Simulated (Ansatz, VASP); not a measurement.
## One calculation of Al4Pt, two programs

The input INCAR:

```
PREC = Accurate ; ENCUT = 520
EDIFF = 1E-6 ; ISMEAR = 0
SIGMA = 0.1 ; LREAL = F
LASPH = T ; NELM = 80
ALGO = Normal ; ISIF = 2
LWAVE = F ; LCHARG = F
GGA = PE ; NBANDS = 19
```

File KPOINTS:

```
regular mesh
0
Gamma
  6 6 2
```

Contents of POSCAR:

```
Al4Pt
1.0
    2.9344401100      0.0000000000      0.0000000000
   -1.4672200600      2.5412996800      0.0000000000
    0.0000000000      0.0000000000      9.4356375600
Al Pt
4 1
Direct
    0.3333333300      0.6666666700      0.8658552800
    0.3333333300      0.6666666700      0.3767953500
    0.6666666700      0.3333333300      0.1341447200
    0.6666666700      0.3333333300      0.6232046500
    0.0000000000      0.0000000000      0.0000000000
```

Input for Ansatz:

```yaml
crystal:
  lattice:
    - [2.93444011, 0.0, 0.0]
    - [-1.46722006, 2.54129968, 0.0]
    - [0.0, 0.0, 9.43563756]
  atoms:
    - { symbol: Al, position: [0.33333333, 0.66666667, 0.86585528] }
    - { symbol: Al, position: [0.33333333, 0.66666667, 0.37679535] }
    - { symbol: Al, position: [0.66666667, 0.33333333, 0.13414472] }
    - { symbol: Al, position: [0.66666667, 0.33333333, 0.62320465] }
    - { symbol: Pt, position: [0.0, 0.0, 0.0] }
basis:
  ecutwfc: 420
kpoints:
  mp_grid: { grid: [6, 6, 2] }
hamiltonian:
  xc: pbe
scf:
  occupations: { method: gaussian, width: 0.1 }
  lower_state_search: "off"
output:
  forces: true
  stress: true
  eigenvalues: true
```

Change from the starting cell: species swapped into the Co4H type (P-3m1, No. 164).

Alike in both runs: task single point; functional PBE; k mesh 6 × 6 × 2; occupations gaussian, width 0.1 eV; no spin polarisation.

|  | VASP | Ansatz |
| --- | --- | --- |
| version | VASP 6.6.1 | Ansatz 0.2.0 |
| potentials or method | VASP PAW PBE potentials, release 64 (Al, Pt), cutoff 520 eV | scalar-relativistic, plane waves, PAW |
| valence electrons in the cell | 22 | 30 |

VASP gave:

- gap on the k mesh at the Fermi level (eV): none
- rms of the force components (eV/Å): 4.228

Question: Which values does Ansatz return?

Answer: gap on the k mesh at the Fermi level (eV): none; rms of the force components (eV/Å): 4.241.

Atom by atom the forces differ by 0.013 eV/Å (rms over components). A gap of «none» marks a metal or a gap that the smearing closes. VASP's potentials hold 22 valence electrons a cell and Ansatz's 30, so a difference there can come from the potentials and not from the codes.

The k mesh is coarse, so the values compare programs but aren't converged. Spin-orbit coupling is off throughout.
